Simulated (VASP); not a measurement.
# FeO in VASP: a series of runs

FeO is run at these levels: PBEsol; tasks: single point.

Program: VASP 6.6.1. These are calculated values, not measurements. Logs are shortened: lines on timing, memory, paths and dates and some standing lists are left out, and cuts for length are marked.

### 1 The cell of the first run

The structure is cubic, space group Fm-3m (No. 225). Conventional cell: a = 4.123 Å, b = 4.123 Å, c = 4.123 Å, α = 90.00°, β = 90.00°, γ = 90.00°. Fe (site symmetry m-3m) has 6 O at 2.06 Å within 2.7 Å. O (site symmetry m-3m) has 6 Fe at 2.06 Å within 2.7 Å.

### 2 Single point, PBEsol, collinear spin, ferromagnetic start

INCAR reads:

```
SYSTEM = FeO
ALGO     = Normal         ! electronic algorithm
EDIFF    = 1E-6           ! SCF threshold, eV
ENCUT    = 520            ! plane-wave cutoff, eV
GGA      = PS             ! functional
ISIF     = 2              ! what is computed and relaxed
ISMEAR   = -1             ! smearing method
ISPIN    = 2              ! spin polarisation
LASPH    = .TRUE.         ! aspherical terms in the spheres
LCHARG   = .FALSE.        ! write CHGCAR
LMAXMIX  = 4              ! l up to which the mixer works
LORBIT   = 11             ! projections on sites
LREAL    = .FALSE.        ! projectors in reciprocal space
LWAVE    = .FALSE.        ! write WAVECAR
MAGMOM   = 3 0            ! initial moments
NBANDS   = 18             ! bands
NELM     = 150            ! most SCF steps
PREC     = Accurate       ! precision mode
SIGMA    = 0.05           ! smearing width, eV
```

KPOINTS reads:

```
k-points
0
G
  12 12 12
  0 0 0
```

POSCAR reads:

```
FeO
1.0
   -1.4576030577      1.4576030577      2.0613318834
    1.4576030577     -1.4576030577      2.0613318834
    1.4576030577      1.4576030577     -2.0613318834
Fe O
1 1
Direct
    0.0000000000      0.0000000000      0.0000000000
    0.5000000000      0.5000000000      0.0000000000
```

Potentials or basis: VASP PAW PBE potentials, release 64 (Fe, O).

Started as:

```bash
$ cat potpaw_PBE.64/Fe/POTCAR potpaw_PBE.64/O/POTCAR > POTCAR
$ mpirun -np 1 vasp_std > vasp.out
```

OUTCAR:

```text
SYSTEM = FeO
   EDIFF = 1E-6
   ENCUT = 520
   GGA = PS
   ISIF = 2
   ISMEAR = -1
   ISPIN = 2
   LASPH = .TRUE.
   LORBIT = 11
   LREAL = .FALSE.
   NELM = 150
   PREC = Accurate

 ion  position               nearest neighbor table
   1  0.000  0.000  0.000-   2 2.06   2 2.06   2 2.06   2 2.06   2 2.06   2 2.06
   2  0.500  0.500  0.000-   1 2.06   1 2.06   1 2.06   1 2.06   1 2.06   1 2.06

  LATTYP: Found a body centered tetragonal cell.
 ALAT       =     2.9152061154
 C/A-ratio  =     1.4141928919

  Lattice vectors:

 A1 = (  -1.4576030577,   1.4576030577,   2.0613318834)
 A2 = (   1.4576030577,  -1.4576030577,   2.0613318834)
 A3 = (   1.4576030577,   1.4576030577,  -2.0613318834)

Analysis of symmetry for initial positions (statically):
=====================================================================
 Subroutine PRICEL returns:
 Original cell was already a primitive cell.

 Routine SETGRP: Setting up the symmetry group for a
 body centered tetragonal supercell.

 Subroutine GETGRP returns: Found 16 space group operations
 (whereof 16 operations were pure point group operations)
 out of a pool of 16 trial point group operations.

The static configuration has the point symmetry D_4h.

Analysis of symmetry for dynamics (positions and initial velocities):
=====================================================================
 Subroutine PRICEL returns:
 Original cell was already a primitive cell.

 Routine SETGRP: Setting up the symmetry group for a
 body centered tetragonal supercell.

 Subroutine GETGRP returns: Found 16 space group operations
 (whereof 16 operations were pure point group operations)
 out of a pool of 16 trial point group operations.

The dynamic configuration has the point symmetry D_4h.

Analysis of structural, dynamic, and magnetic symmetry:
=====================================================================
 Subroutine PRICEL returns:
 Original cell was already a primitive cell.

 Routine SETGRP: Setting up the symmetry group for a
 body centered tetragonal supercell.

 Subroutine GETGRP returns: Found 16 space group operations
 (whereof 16 operations were pure point group operations)
 out of a pool of 16 trial point group operations.

The overall configuration has the point symmetry D_4h.

 Subroutine INISYM returns: Found 16 space group operations
 (whereof 16 operations are pure point group operations),
 and found     1 'primitive' translations

----------------------------------------------------------------------------------------

                                     Primitive cell

  volume of cell :      17.5181
[... 112 lines left out ...]
  Thomas-Fermi vector in A             =   2.628239
   LORBIT       =     11    0 simple, 1 ext, 2 COOP (PROOUT), +10 PAW based schemes
   GGA     = PS    functional components
   LHFCALC =     F    Hartree Fock is set to
   AEXX    =    0.0000 exact exchange contribution
   IVDW    =     0    specifies the selected vdW correction
   LEPSILON=     F    determine dielectric tensor
   LRPA    =     F    only Hartree local field effects (RPA)
 spin polarized calculation
  energy-cutoff  :      520.00
  volume of cell :       17.52
 maximum number of plane-waves:       495
 NGX is ok and might be reduce to    24
   NGX = 11   NGY = 11   NGZ = 11

 number of electron      14.0000001 magnetization       3.8506312

 Free energy of the ion-electron system (eV)
  ---------------------------------------------------
  ext. energy  EPLUGINS =         0.00000000
  ---------------------------------------------------
  free energy    TOTEN  =       -15.75991941 eV

  energy without entropy =      -15.74647861  energy(sigma->0) =      -15.75319901

 E-fermi :   7.5990     XC(G=0): -13.1746

 val. band max:        7.5967582525   @ k =   0.2500   0.2500   0.0833
 cond. band min:       7.5998753209   @ k =  -0.0833   0.3333   0.0833
 fundamental gap:      0.0031170684
 Fermi energy:         7.5989975547

 spin component 1

 k-point     1 :       0.0000    0.0000    0.0000
  band No.  band energies     occupation
      1     -14.2890      1.00000
      2       3.2450      1.00000
      3       3.2450      1.00000
      4       3.2450      1.00000
      5       3.6194      1.00000
      6       3.6194      1.00000
[... 493 lines left out ...]
     17      35.5175      0.00000
     18      36.9717      0.00000

 [... further k-points ...]

 spin component 2

 k-point     1 :       0.0000    0.0000    0.0000
  band No.  band energies     occupation
      1     -13.7291      1.00000
      2       3.8442      1.00000
      3       3.8442      1.00000
      4       3.8442      1.00000
      5       6.6041      1.00000
      6       6.6042      1.00000
[... 493 lines left out ...]
     17      36.1594      0.00000
     18      37.6651      0.00000

 [... further k-points ...]

------------------------ aborting loop because EDIFF is reached ----------------------------------------

  FORCE on cell =-STRESS in cart. coord.  units (eV):
  Direction    XX          YY          ZZ          XY          YZ          ZX
  --------------------------------------------------------------------------------------
  -------------------------------------------------------------------------------------
  Total        2.2647236      2.2647236      2.2648516      0.0000000      0.0000000      0.0000000
  in kB      207.1282454    207.1282454    207.1399553      0.0000000      0.0000000      0.0000000
  external PRESSURE =     207.1321487 kB  Pullay stress =       0.0000000 kB

 VOLUME and BASIS-vectors are now :
 -----------------------------------------------------------------------------
  energy-cutoff  :      520.00
  volume of cell :       17.52
      direct lattice vectors                 reciprocal lattice vectors
    -1.457603058  1.457603058  2.061331883     0.000000000  0.343028918  0.242561620
     1.457603058 -1.457603058  2.061331883     0.343028918  0.000000000  0.242561620
     1.457603058  1.457603058 -2.061331883     0.343028918  0.343028918  0.000000000

 POSITION                                       TOTAL-FORCE (eV/Angst)
 -----------------------------------------------------------------------------------
      0.00000      0.00000      0.00000        -0.000000     -0.000000     -0.000000
      0.00000      0.00000      2.06133         0.000000      0.000000      0.000000
 -----------------------------------------------------------------------------------
    total drift:                               -0.000000      0.000000     -0.000000

  FREE ENERGIE OF THE ION-ELECTRON SYSTEM (eV)
  ---------------------------------------------------
  free  energy   TOTEN  =       -15.7599194095 eV

  energy  without entropy=      -15.7464786091  energy(sigma->0) =      -15.75319901

 total charge

# of ion       s       p       d       tot
------------------------------------------
    1        0.334   0.466   6.214   7.014
    2        1.554   3.483   0.000   5.037
--------------------------------------------------
tot          1.888   3.949   6.214  12.051

 magnetization (x)

# of ion       s       p       d       tot
------------------------------------------
    1        0.027   0.024   3.429   3.481
    2        0.035   0.261   0.000   0.296
--------------------------------------------------
tot          0.062   0.285   3.429   3.776
```

stdout:

```text
POSCAR found type information on POSCAR FeO
 POSCAR found :  2 types and       2 ions
 scaLAPACK will be used
 -----------------------------------------------------------------------------
|                                                                             |
|                                                                             |
|     You enforced a specific xc type in the INCAR file but a different       |
|     I HOPE YOU KNOW WHAT YOU ARE DOING!                                     |
|                                                                             |
 -----------------------------------------------------------------------------

 LDA part: xc-table for (Slater+PW92), standard interpolation
 POSCAR, INCAR and KPOINTS ok, starting setup
 FFT: planning ... GRIDC
 FFT: planning ... GRID_SOFT
 FFT: planning ... GRID
 WAVECAR not read
 entering main loop
```

Wall time 2.6 min (1 thread of Intel Xeon 8259CL, shared host); peak memory 0.21 GiB.

What came out:

```yaml
Free_energy: -15.7599 eV
Pressure: 20.7 GPa
Net_moment: 3.85 μB per cell
Site_moments: Fe +3.48; O +0.30 μB
Valence_electrons_inside_the_program's_atomic_spheres: Fe 7.01; O 5.04
```

Caveat: the cell stands under pressure; the PAW data sets were made with another functional, which shifts forces and pressure a little; a cell with one magnetic atom can't hold antiferromagnetic order, which such compounds often take; semilocal functionals often make such compounds metallic where correlation or magnetic order opens a gap, which also shifts bond lengths. With open d or f shells a metallic result of PBEsol can be an artefact of self-interaction; +U or a hybrid may open a gap.

(Continued in part 2 of 2.)
